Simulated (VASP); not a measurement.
Set up this calculation in VASP 6.6.1, as the native input.

```
Task                   : single point
Functional             : PBEsol
Potentials or basis    : VASP PAW PBE potentials, release 64 (Al, N)
Cutoff                 : 520 eV
k mesh                 : 8 × 8 × 8
Occupations            : gaussian, width 0.05 eV
Spin                   : no spin polarisation
Dipole correction      : no
Further INCAR settings : ALGO = Normal; EDIFF = 1e-06; NBANDS = 26
```

The structure of AlN lies in POSCAR:

```
AlN
1.0
   -3.1135599857      0.0000000000      0.0000000000
    0.0000000000      5.3928440876      0.0000000000
    1.5567799928     -2.6964220438     -4.9833504711
Al N
4 4
Direct
    1.0275096098      0.3301719348      0.9984922856
    0.5275096098      0.8301719348      0.9984922856
    0.2209826758      0.9183203507      0.4984922856
    0.7209826758      0.4183203507      0.4984922856
    0.7830027031      0.1363940141      0.6165054891
    0.2830027031      0.6363940141      0.6165054891
    0.0835027860      0.7301114750      0.1165054891
    0.5835027860      0.2301114750      0.1165054891
```

This cell differs from its parent crystal: atoms displaced along several vibrational modes.

The input as run:

INCAR

```
SYSTEM = AlN
ALGO     = Normal         ! electronic algorithm
EDIFF    = 1E-6           ! SCF threshold, eV
ENCUT    = 520            ! plane-wave cutoff, eV
GGA      = PS             ! functional
ISIF     = 2              ! what is computed and relaxed
ISMEAR   = 0              ! smearing method
LASPH    = .TRUE.         ! aspherical terms in the spheres
LCHARG   = .FALSE.        ! write CHGCAR
LREAL    = .FALSE.        ! projectors in reciprocal space
LWAVE    = .FALSE.        ! write WAVECAR
NBANDS   = 26             ! bands
NELM     = 60             ! most SCF steps
PREC     = Accurate       ! precision mode
SIGMA    = 0.05           ! smearing width, eV
```

KPOINTS

```
k-points
0
G
  8 8 8
  0 0 0
```

Potentials or basis: VASP PAW PBE potentials, release 64 (Al, N).

Command:

```bash
$ cat potpaw_PBE.64/Al/POTCAR potpaw_PBE.64/N/POTCAR > POTCAR
$ mpirun -np 1 vasp_std > vasp.out
```

It gave:

The pressure is 0.0 GPa, the largest force is 0.750 eV/Å and the band gap on the k mesh is 4.02 eV.

Caveat: the cell differs from its parent crystal (atoms displaced along several vibrational modes); the stress differs along the axes, from -3 to 3 GPa; the PAW data sets were made with another functional, which shifts forces and pressure a little.

Wall time 88 s on 1 thread of Intel(R) Xeon(R) 6975P-C (Granite Rapids), on a shared host, peak memory 0.36 GiB.
